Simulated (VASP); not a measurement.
## Rh: electric field gradients with PBEsol

Rh:

```
Rh
1.0
     0.00000    1.87585    1.87585
     1.87585    0.00000    1.87585
     1.87585    1.87585    0.00000
Rh
1
Direct
  0.00000 0.00000 0.00000
```

This cell differs from its parent crystal: volume scaled by 0.96.

```
Program                : VASP 6.6.1
Task                   : electric field gradients
Functional             : PBEsol
Potentials or basis    : VASP PAW PBE potentials, release 64 (Rh_pv)
Cutoff                 : 520 eV
k mesh                 : 16 × 16 × 16
Occupations            : fermi-dirac, width 0.08 eV
Spin                   : no spin polarisation
Dipole correction      : no
Further INCAR settings : ALGO = Normal; EDIFF = 1e-08; NBANDS = 14
```

| Quantity | Value |
| --- | --- |
| Pressure | 7.3 GPa |

Levels at points of the mesh, in eV from the Fermi level:
| k point | band 3 | band 4 | band 5 | band 6 | band 7 | band 8 | band 9 | band 10 | band 11 | band 12 |
| --- | --- | --- | --- | --- | --- | --- | --- | --- | --- | --- |
| (0.00, 0.00, 0.00) | -46.40 | -8.35 | -3.29 | -3.29 | -3.29 | -1.04 | -1.04 | 15.90 | 20.26 | 21.58 |
| (0.50, 0.00, 0.00) | -46.51 | -6.51 | -3.37 | -3.37 | 0.61 | 0.63 | 0.63 | 9.02 | 15.42 | 20.26 |
| (0.50, 0.50, 0.00) | -46.71 | -6.74 | -6.35 | 0.61 | 1.08 | 1.08 | 3.24 | 12.76 | 13.48 | 13.48 |

It took 11 s on 1 thread of Intel(R) Xeon(R) 6975P-C (Granite Rapids), on a shared host, peak memory 0.14 GiB.

Caveat: without QUAD_EFG the Cq values of the log hold for a quadrupole moment of 1 mb, not for the nuclei; the PAW data sets were made with another functional, which shifts forces and pressure a little.
